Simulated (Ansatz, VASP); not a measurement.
# One calculation of Ir, two programs

```
Ir
1.0
     0.00000    1.89206    1.99196
     1.89206    0.00000    1.99196
     1.89206    1.89206    0.00000
Ir
1
Direct
  0.00000 0.00000 0.00000
```

Alike in both runs: task single point; functional PBE; k mesh 22 × 22 × 22; occupations gaussian, width 0.15 eV; no spin polarisation.

|  | VASP | Ansatz |
| --- | --- | --- |
| version | VASP 6.6.1 | Ansatz 0.2.0 |
| potentials or method | VASP PAW PBE potentials, release 64 (Ir), cutoff 520 eV | scalar-relativistic, plane waves, PAW |
| valence electrons in the cell | 9 | 17 |

Ansatz gave:

* gap on the k mesh at the Fermi level (eV): none
* pressure (GPa): 6.6
* traceless stress, the component that is largest in VASP (GPa): -12.93

What did VASP give for the same quantities?

gap on the k mesh at the Fermi level (eV): none; pressure (GPa): 7.1; traceless stress, the component that is largest in VASP (GPa): -12.86.

A gap of «none» marks a metal or a gap that the smearing closes. VASP's potentials hold 9 valence electrons a cell and Ansatz's 17, so a difference there can come from the potentials and not from the codes.

Neither program's run includes spin-orbit coupling.
